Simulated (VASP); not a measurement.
Input of a VASP 6.6.1 run:

INCAR

```
SYSTEM = CaB6
ALGO = Normal
EDIFF = 1E-7
ENCUT = 520
GGA = PS
ISIF = 2
ISMEAR = 0
LASPH = .TRUE.
LCHARG = .FALSE.
LREAL = .FALSE.
LWAVE = .FALSE.
NBANDS = 23
NELM = 100
PREC = Accurate
SIGMA = 0.1
```

Contents of KPOINTS:

```
k-points
0
G
  10 10 10
  0 0 0
```

The input POSCAR:

```
CaB6
1.0
    4.2082877292      0.0000000000      0.0000000000
    0.0000000000      4.2082877292      0.0000000000
    0.0000000000      0.0000000000      4.2082877292
Ca B
1 6
Direct
    0.5000000000      0.5000000000      0.5000000000
    0.0000000000      0.0000000000      0.2971919865
    0.0000000000      0.0000000000      0.7028080135
    0.2971919865      0.0000000000      0.0000000000
    0.7028080135      0.0000000000      0.0000000000
    0.0000000000      0.2971919865      0.0000000000
    0.0000000000      0.7028080135      0.0000000000
```

Potentials or basis: VASP PAW PBE potentials, release 64 (Ca_sv, B).

Run with:

```sh
$ cat potpaw_PBE.64/Ca_sv/POTCAR potpaw_PBE.64/B/POTCAR > POTCAR
$ mpirun -np 1 vasp_std > vasp.out
```

(1) Estimate the largest force.

(2) Estimate the pressure.

(3) Predict the band gap on the k mesh.

Results:

(1) 0.028 eV/Å.

(2) -7.8 GPa.

(3) 0.04 eV (least direct gap 0.09 eV).

Caveat: the cell stands under tension; the PAW data sets were made with another functional, which shifts forces and pressure a little.
